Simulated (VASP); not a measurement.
# Sr (P2_1/m) in VASP: further runs

The runs below take Sr through single point, with LDA.

Everything below comes from runs of VASP 6.6.1. Logs are shortened: lines on timing, memory, paths and dates and some standing lists are left out, and cuts for length are marked.

**1. The cell of the first run**

Symmetry: P2_1/m, No. 11, monoclinic system. Conventional cell: a = 4.007 Å, b = 6.715 Å, c = 4.079 Å, α = 90.00°, β = 119.42°, γ = 90.00°. Sr (site symmetry m) has 12 Sr at 3.72 to 4.60 Å within 4.9 Å.

**2. Single point, LDA (mode 4 frozen in at -0.467 Å, normal strain along x -0.0233)**

Contents of INCAR:

```
ALGO = Fast ; EDIFF = 1E-6
ENCUT = 520 ; ISIF = 2
ISMEAR = 0 ; LASPH = True
LCHARG = False ; LREAL = False
LWAVE = False ; NBANDS = 17
NELM = 80 ; PREC = Accurate
SIGMA = 0.15
```

Contents of KPOINTS:

```
k-points
0
Gamma
  12 12 8
```

Contents of POSCAR:

```
Sr
1.0
    4.0068673272      0.0000000000      0.0000000000
   -2.0034336636      3.5528298300      0.0000000000
    0.0000000000      0.0000000000      6.7154259278
Sr
2
Direct
    0.2195721696      0.6666666667      0.2500000000
    0.7804278304      0.3333333333      0.7500000000
```

Potentials or basis: VASP PAW LDA potentials, release 64 (Sr_sv).

Run with:

```sh
cat potpaw_LDA.64/Sr_sv/POTCAR > POTCAR
mpirun -np 1 vasp_std > vasp.out
```

OUTCAR:

```text
EDIFF = 1E-6
   ENCUT = 520
   ISIF = 2
   ISMEAR = 0
   LASPH = True
   LREAL = False
   NELM = 80
   PREC = Accurate

 ion  position               nearest neighbor table
   1  0.220  0.667  0.250-   2 3.72   2 3.72   2 4.21   2 4.21   2 4.60   2 4.60
   2  0.780  0.333  0.750-   1 3.72   1 3.72   1 4.21   1 4.21   1 4.60   1 4.60

  LATTYP: Found a base centered orthorhombic cell.
 ALAT       =     4.0068673272
 B/A-ratio  =     1.7733703364
 C/A-ratio  =     1.6759791077

  Lattice vectors:

 A1 = (   2.0034336636,  -3.5528298300,   0.0000000000)
 A2 = (   2.0034336636,   3.5528298300,   0.0000000000)
 A3 = (   0.0000000000,   0.0000000000,   6.7154259278)

Analysis of symmetry for initial positions (statically):
=====================================================================
 Subroutine PRICEL returns:
 Original cell was already a primitive cell.

 Routine SETGRP: Setting up the symmetry group for a
 base centered orthorhombic supercell.

 Subroutine GETGRP returns: Found  4 space group operations
 (whereof  2 operations were pure point group operations)
 out of a pool of  8 trial point group operations.

The static configuration has the point symmetry S_2 .
 The point group associated with its full space group is C_2h.

Analysis of symmetry for dynamics (positions and initial velocities):
=====================================================================
 Subroutine PRICEL returns:
 Original cell was already a primitive cell.

 Routine SETGRP: Setting up the symmetry group for a
 base centered orthorhombic supercell.

 Subroutine GETGRP returns: Found  4 space group operations
 (whereof  2 operations were pure point group operations)
 out of a pool of  8 trial point group operations.

The dynamic configuration has the point symmetry S_2 .
 The point group associated with its full space group is C_2h.

 Subroutine INISYM returns: Found  4 space group operations
 (whereof  2 operations are pure point group operations),
 and found     1 'primitive' translations

----------------------------------------------------------------------------------------

                                     Primitive cell

  volume of cell :      95.5989

  direct lattice vectors                    reciprocal lattice vectors
     4.006867327  0.000000000  0.000000000     0.249571528  0.140732887  0.000000000
[... 84 lines left out ...]
   ENCUT  =  520.0 eV  38.22 Ry    6.18 a.u.   7.45  7.58 12.49*2*pi/ulx,y,z
   NELM   =     80;   NELMIN=  2; NELMDL= -5     # of ELM steps
   EDIFF  = 0.1E-05   stopping-criterion for ELM
   LREAL  =      F    real-space projection
   EDIFFG = 0.1E-04   stopping-criterion for IOM
   NSW    =      0    number of steps for IOM
   IBRION =     -1    ionic relax: 0-MD 1-quasi-New 2-CG
   NFREE  =      0    steps in history (QN), initial steepest desc. (CG)
   ISIF   =      2    stress and relaxation
   ISYM   =      2    0-nonsym 1-usesym 2-fastsym
   POTIM  = 0.5000    time-step for ionic-motion
   TEBEG  =    0.0;   TEEND  =   0.0 temperature during run
   PSTRESS=    0.0 pullay stress
   NELECT =      20.0000    total number of electrons
   NUPDOWN=      -1.0000    fix difference up-down
   EMIN   =  10.00;   EMAX   =-10.00  energy-range for DOS
   EFERMI =   0.00;   METHOD = LEGACY
   ISMEAR =     0;   SIGMA  =   0.15  broadening in eV -4-tet -1-fermi 0-gaus
   EFERMI_NEDOS =   21; number of points for ismear=-14 and -15
   IALGO  =     68    algorithm
   IMIX   =      4    mixing-type and parameters
     AMIX     =   0.40;   BMIX     =  1.00
     AMIX_MAG =   1.60;   BMIX_MAG =  1.00
  volume/ion in A,a.u.               =      47.80       322.57
  Fermi-wavevector in a.u.,A,eV,Ry     =   0.971853  1.836536 12.850675  0.944498
  Thomas-Fermi vector in A             =   2.102104
   LORBIT       =      0    0 simple, 1 ext, 2 COOP (PROOUT), +10 PAW based schemes
   GGA     = CA    functional components
   LHFCALC =     F    Hartree Fock is set to
   AEXX    =    0.0000 exact exchange contribution
   IVDW    =     0    specifies the selected vdW correction
   LEPSILON=     F    determine dielectric tensor
   LRPA    =     F    only Hartree local field effects (RPA)
 non-spin polarized calculation
 RMM-DIIS sequential band-by-band and
 Gauss-broadening in eV      SIGMA  =   0.15
  energy-cutoff  :      520.00
  volume of cell :       95.60
 maximum number of plane-waves:      2605
 NGX is ok and might be reduce to    30
   NGX = 15   NGY = 15   NGZ = 25

 number of electron      20.0000000 magnetization

 Free energy of the ion-electron system (eV)
  ---------------------------------------------------
  ext. energy  EPLUGINS =         0.00000000
  ---------------------------------------------------
  free energy    TOTEN  =        -3.67876243 eV

  energy without entropy =       -3.65186187  energy(sigma->0) =       -3.66531215

 E-fermi :   1.8768     XC(G=0):  -8.0061

 val. band max:        1.8765131894   @ k =   0.3333   0.4167   0.0000
 cond. band min:       1.8802531175   @ k =   0.4167   0.3333  -0.1250
 fundamental gap:      0.0037399281
 Fermi energy:         1.8768443656

 k-point     1 :       0.0000    0.0000    0.0000
  band No.  band energies     occupation
      1     -34.3248      2.00000
      2     -34.2883      2.00000
      3     -16.6486      2.00000
      4     -16.3337      2.00000
      5     -16.2738      2.00000
      6     -16.2666      2.00000
[... 457 lines left out ...]
      4     -16.5548      2.00000
      5     -16.4790      2.00000
      6     -16.4053      2.00000
[... 9 lines left out ...]
     16       5.2429      0.00000
     17       6.5075      0.00000

 [... further k-points ...]

------------------------ aborting loop because EDIFF is reached ----------------------------------------

  FORCE on cell =-STRESS in cart. coord.  units (eV):
  Direction    XX          YY          ZZ          XY          YZ          ZX
  --------------------------------------------------------------------------------------
  -------------------------------------------------------------------------------------
  Total       -0.1034287     -0.0641456      0.6080819      0.6092799      0.0000000      0.0000000
  in kB       -1.7333990     -1.0750401     10.1910678     10.2111469      0.0000000      0.0000000
  external PRESSURE =       2.4608762 kB  Pullay stress =       0.0000000 kB

 VOLUME and BASIS-vectors are now :
 -----------------------------------------------------------------------------
  energy-cutoff  :      520.00
  volume of cell :       95.60
      direct lattice vectors                 reciprocal lattice vectors
     4.006867327  0.000000000  0.000000000     0.249571528  0.140732887  0.000000000
    -2.003433664  3.552829830  0.000000000     0.000000000  0.281465775  0.000000000
     0.000000000  0.000000000  6.715425928     0.000000000  0.000000000  0.148910882

 POSITION                                       TOTAL-FORCE (eV/Angst)
 -----------------------------------------------------------------------------------
     -0.45583      2.36855      1.67886         0.219752      0.235300      0.000000
      2.45926      1.18428      5.03657        -0.219752     -0.235300      0.000000
 -----------------------------------------------------------------------------------
    total drift:                                0.000000     -0.000000     -0.000000

  FREE ENERGIE OF THE ION-ELECTRON SYSTEM (eV)
  ---------------------------------------------------
  free  energy   TOTEN  =        -3.6787624288 eV

  energy  without entropy=       -3.6518618715  energy(sigma->0) =       -3.66531215
```

stdout:

```text
POSCAR found type information on POSCAR Sr
 POSCAR found :  1 types and       2 ions
 scaLAPACK will be used
 LDA part: xc-table for (Slater(with rela. corr.)+CA(PZ))
 , standard interpolation
 POSCAR, INCAR and KPOINTS ok, starting setup
 FFT: planning ... GRIDC
 FFT: planning ... GRID_SOFT
 FFT: planning ... GRID
 WAVECAR not read
 entering main loop
WARNING in EDDRMM: call to ZHEGV failed, returncode =   8  4      9
WARNING in EDDRMM: call to ZHEGV failed, returncode =   8  4     15
WARNING in EDDRMM: call to ZHEGV failed, returncode =   8  4      9
WARNING in EDDRMM: call to ZHEGV failed, returncode =   8  4     16
WARNING in EDDRMM: call to ZHEGV failed, returncode =   6  3     13
```

It took 7 min on 1 thread of Oxide Virtual Turin-like, shared host; peak memory 0.53 GiB.

What came out:

```yaml
Free_energy: -3.6788 eV
Pressure: 0.2 GPa
Largest_force: 0.322 eV/Å
Band_gap_on_the_k_mesh: zero (band 10 reaches 2.11 eV, above the bottom of band 11 at 1.67 eV)
```

Forces on the atoms (eV/Å):
```
Sr   0.220  0.235  0.000
Sr  -0.220 -0.235  0.000
```

Levels at points of the mesh, in eV from the Fermi level:
| k point | band 8 | band 9 | band 10 | band 11 | band 12 | band 13 |
| --- | --- | --- | --- | --- | --- | --- |
| (0.00, 0.00, 0.00) | -18.11 | -3.81 | -1.20 | 0.35 | 1.74 | 2.26 |
| (0.50, 0.00, 0.00) | -18.17 | -0.81 | -0.61 | 0.39 | 0.69 | 0.81 |
| (0.50, 0.50, 0.00) | -18.10 | -1.36 | -0.45 | -0.14 | 0.14 | 2.31 |
| (0.00, 0.50, 0.00) | -18.16 | -1.10 | -0.46 | -0.03 | 0.62 | 1.37 |
| (0.00, 0.00, 0.50) | -18.14 | -2.77 | -2.77 | 1.20 | 1.20 | 2.35 |
| (0.50, 0.00, 0.50) | -18.19 | -0.96 | -0.96 | 0.75 | 0.75 | 1.03 |
| (0.50, 0.50, 0.50) | -18.21 | -0.56 | -0.56 | -0.06 | -0.06 | 1.69 |
| (0.00, 0.50, 0.50) | -18.17 | -0.93 | -0.93 | 0.39 | 0.39 | 1.18 |

Caveat: the cell differs from its parent crystal (mode 4 frozen in at -0.467 Å, normal strain along x -0.0233).

**3. Single point, LDA (mode 4 frozen in at -0.233 Å, normal strain along x +0.0000)**

Contents of INCAR:

```
SYSTEM = Sr
  PREC = Accurate
  ENCUT = 520
  EDIFF = 1E-7
  ISMEAR = 0
  SIGMA = 0.15
  LREAL = .FALSE.
  LASPH = .TRUE.
  NELM = 60
  ALGO = Fast
  ISIF = 2
  LWAVE = .FALSE.
  LCHARG = .FALSE.
  GGA = CA
  NBANDS = 17
```

Contents of KPOINTS:

```
regular mesh
0
G
  12 12 8
  0 0 0
```

Contents of POSCAR:

```
Sr
1.0
    4.1024545175      0.0000000000      0.0000000000
   -2.0512272588      3.5528298300      0.0000000000
    0.0000000000      0.0000000000      6.7154259278
Sr
2
Direct
    0.2764649393      0.6666666667      0.2500000000
    0.7235350607      0.3333333333      0.7500000000
```

Potentials or basis: VASP PAW LDA potentials, release 64 (Sr_sv).

Run with:

```sh
cat potpaw_LDA.64/Sr_sv/POTCAR > POTCAR
mpirun -np 1 vasp_std > vasp.out
```

Run time: 12 min. Hardware: 1 thread of Oxide Virtual Turin-like, shared host; peak memory 0.55 GiB.

It converged, with:

- Free energy: -3.7624 eV
- Pressure: -0.1 GPa
- Largest force: 0.158 eV/Å
- Band gap on the k mesh: zero (band 10 reaches 2.01 eV, above the bottom of band 11 at 1.55 eV)

Forces on the atoms (eV/Å):
```
Sr   0.140  0.073  0.000
Sr  -0.140 -0.073  0.000
```

Stress tensor (GPa, compression positive):
```
-0.29  0.70  0.00
 0.70 -0.14  0.00
 0.00  0.00  0.27
```

Levels at points of the mesh, in eV from the Fermi level:
```
           k point  band 8  band 9  band 10  band 11  band 12  band 13
(0.00, 0.00, 0.00)  -18.17   -3.81    -1.22     0.32     2.05     2.26
(0.50, 0.00, 0.00)  -18.22   -0.92    -0.66     0.31     0.41     0.87
(0.00, 0.50, 0.00)  -18.23   -1.12    -0.47    -0.02     0.33     1.42
(0.50, 0.50, 0.00)  -18.19   -1.31    -0.33    -0.26     0.12     2.09
(0.00, 0.00, 0.50)  -18.19   -2.77    -2.77     1.27     1.27     2.31
(0.50, 0.00, 0.50)  -18.24   -0.97    -0.97     0.67     0.67     1.05
(0.00, 0.50, 0.50)  -18.23   -0.90    -0.90     0.40     0.40     1.26
(0.50, 0.50, 0.50)  -18.25   -0.78    -0.78     0.15     0.15     1.59
```

Caveat: the cell differs from its parent crystal (mode 4 frozen in at -0.233 Å, normal strain along x +0.0000).
